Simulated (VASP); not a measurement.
Here is a VASP 6.6.1 calculation.

INCAR

```
ALGO = Normal
EDIFF = 1E-7
ENCUT = 520
GGA = PS
ISIF = 2
ISMEAR = -1
LASPH = True
LCHARG = True
LELF = True
LREAL = False
LVHAR = True
LWAVE = False
NBANDS = 20
NELM = 60
PREC = Accurate
SIGMA = 0.05
```

The input KPOINTS:

```
k-points
0
Gamma
  10 10 10
```

The input POSCAR:

```
WS2
1.0
    1.5573116537      0.8991143025      5.8141102269
   -1.5573116537      0.8991143025      5.8141102269
    0.0000000000     -1.7982286049      5.8141102269
W S
1 2
Direct
   -0.0006341963     -0.0006341963     -0.0006341963
    0.5760103937      0.5760103937      0.5760103937
    0.7559238026      0.7559238026      0.7559238026
```

Potentials or basis: VASP PAW PBE potentials, release 64 (W_sv, S).

The run is started by

```console
$ cat potpaw_PBE.64/W_sv/POTCAR potpaw_PBE.64/S/POTCAR > POTCAR
$ mpirun -np 1 vasp_std > vasp.out
```

Question: What does it give for the pressure?

Answer: 5.2 GPa.

Question: Predict the band gap on the k mesh.

Answer: 0.69 eV (least direct gap 2.10 eV).

Forces on the atoms (eV/Å):
```
W    0.000  0.000  0.001
S    0.000  0.000 -0.019
S    0.000  0.000  0.017
```

Caveat: the cell stands under pressure; the PAW data sets were made with another functional, which shifts forces and pressure a little; spin-orbit coupling is left out, which moves the levels of the heavy elements. A k mesh can miss the band edges.
